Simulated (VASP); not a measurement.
A run of VASP 6.6.1 is set up as follows.

INCAR

```
SYSTEM = Si
ALGO     = Normal         ! electronic algorithm
EDIFF    = 1E-6           ! SCF threshold, eV
ENCUT    = 500            ! plane-wave cutoff, eV
GGA      = PE             ! functional
GGA_COMPAT= .FALSE.      
ISIF     = 2              ! what is computed and relaxed
ISMEAR   = -1             ! smearing method
LASPH    = .TRUE.         ! aspherical terms in the spheres
LCHARG   = .FALSE.        ! write CHGCAR
LREAL    = .FALSE.        ! projectors in reciprocal space
LWAVE    = .FALSE.        ! write WAVECAR
NBANDS   = 8              ! bands
NELM     = 120            ! most SCF steps
PREC     = Accurate       ! precision mode
SIGMA    = 0.06122561905347299 ! smearing width, eV
```

The input KPOINTS:

```
k-points
0
G
  24 24 24
  0 0 0
```

File POSCAR:

```
Si
1.0
    0.0000000000      1.9345614142      1.9345614142
    1.9345614142      0.0000000000      1.9345614142
    1.9345614142      1.9345614142      0.0000000000
Si
1
Direct
    0.0000000000      0.0000000000      0.0000000000
```

Potentials or basis: VASP PAW PBE potentials, release 64 (Si).

Run with:

```console
$ cat potpaw_PBE.64/Si/POTCAR > POTCAR
$ mpirun -np 1 vasp_std > vasp.out
```

Problem. What does it give for the pressure?

Solution. -0.1 GPa.

Problem. Predict the band gap on the k mesh.

Solution. Zero (band 2 reaches 21.29 eV, above the bottom of band 3 at 7.08 eV).
